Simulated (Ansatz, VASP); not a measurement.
**CaMg3S4: VASP beside Ansatz**

```xyz
8
Lattice="-2.6997 2.6997 5.3135 2.6997 -2.6997 5.3135 2.6997 2.6997 -5.3135" Properties=species:S:1:pos:R:3 pbc="T T T"
Mg    0.0000    2.6997    2.6567
Mg    0.0000    0.0000    0.0000
Mg    2.6997    0.0000    2.6567
S     0.0000    2.6997    0.0000
S     0.0000    0.0000    8.0922
S     2.6997    0.0000    0.0000
S     0.0000    0.0000    2.5348
Ca    0.0000    0.0000    5.3135
```

Alike in both runs: task single point; functional PBE; k mesh 6 × 6 × 6; no spin polarisation.

```csv
,VASP,Ansatz
version,VASP 6.6.1,Ansatz 0.2.0
potentials or method,"VASP PAW PBE potentials, release 64 (Mg, S, Ca_sv)","plane waves, PAW"
plane-wave cutoff (eV),520,420
occupations,"gaussian, width 0.01 eV",fixed
valence electrons in the cell,40,64
```

```tsv
	VASP	Ansatz	Ansatz less VASP
gap on the k mesh at the Fermi level (eV)	2.39	2.42	+0.022
pressure (GPa)	-0.1	0.0	+0.12
rms of the force components (eV/Å)	0.006	0.000	-0.0056
```

VASP's potentials hold 40 valence electrons a cell and Ansatz's 64, so a difference there can come from the potentials and not from the codes.
